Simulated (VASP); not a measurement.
The system is SnGe7.

```
Sn Ge
1.0
     4.08000    0.00000    0.00000
     0.00000    4.08000    0.00000
     0.00000    0.00000   11.60000
Sn Ge
1 7
Direct
  0.00000 0.00000 0.00000
  0.50000 0.50000 0.75000
  0.00000 0.50000 0.62500
  0.50000 0.50000 0.25000
  0.50000 0.00000 0.37500
  0.50000 0.00000 0.87500
  0.00000 0.50000 0.12500
  0.00000 0.00000 0.50000
```

- Program: VASP 6.6.1
- Task: relaxation of cell and atoms
- Functional: PBE
- Potentials or basis: VASP PAW PBE potentials, release 64 (Sn_d, Ge_d)
- Cutoff: 600 eV
- k mesh: 4 × 4 × 2
- Occupations: gaussian, width 0.2 eV
- Spin: no spin polarisation

At the start: pressure 4.2 GPa; volume 24.14 Å³/atom.

Where does the relaxation end?

Over 9 steps the energy falls by 50.1 meV/atom and the volume is 25.51 Å³/atom (+5.7 %); space group P-4m2 (No. 115, to 0.1 Å) before and after.

Step by step:
```csv
step,energy change (eV),largest force (eV/Å),pressure (GPa),volume (Å³)
1,0.0000,1.5992,4.22,193.10
2,-0.2913,0.3922,-1.35,211.42
3,-0.2983,0.5294,-0.79,208.82
4,-0.3464,0.3320,-0.44,206.63
5,-0.3707,0.3443,0.49,202.60
6,-0.3726,0.3453,0.36,203.41
7,-0.3912,0.1864,0.02,204.49
8,-0.3966,0.1767,-0.22,205.35
9,-0.4010,0.0290,0.13,204.07
```

Final structure:
```cif
data_structure
_symmetry_space_group_name_H-M 'P 1'
_symmetry_Int_Tables_number 1
_cell_length_a 4.1991
_cell_length_b 4.1991
_cell_length_c 11.5737
_cell_angle_alpha 90.000
_cell_angle_beta 90.000
_cell_angle_gamma 90.000
_cell_volume 204.07
loop_
_atom_site_label
_atom_site_type_symbol
_atom_site_fract_x
_atom_site_fract_y
_atom_site_fract_z
_atom_site_occupancy
Sn1 Sn 0.00000 0.00000 0.00000 1
Ge1 Ge 0.50000 0.50000 0.74149 1
Ge2 Ge 0.00000 0.50000 0.62077 1
Ge3 Ge 0.50000 0.50000 0.25851 1
Ge4 Ge 0.50000 0.00000 0.37923 1
Ge5 Ge 0.50000 0.00000 0.86134 1
Ge6 Ge 0.00000 0.50000 0.13866 1
Ge7 Ge 0.00000 0.00000 0.50000 1
```

Caveat: the k points lie up to 0.37 Å⁻¹ apart in the final cell.
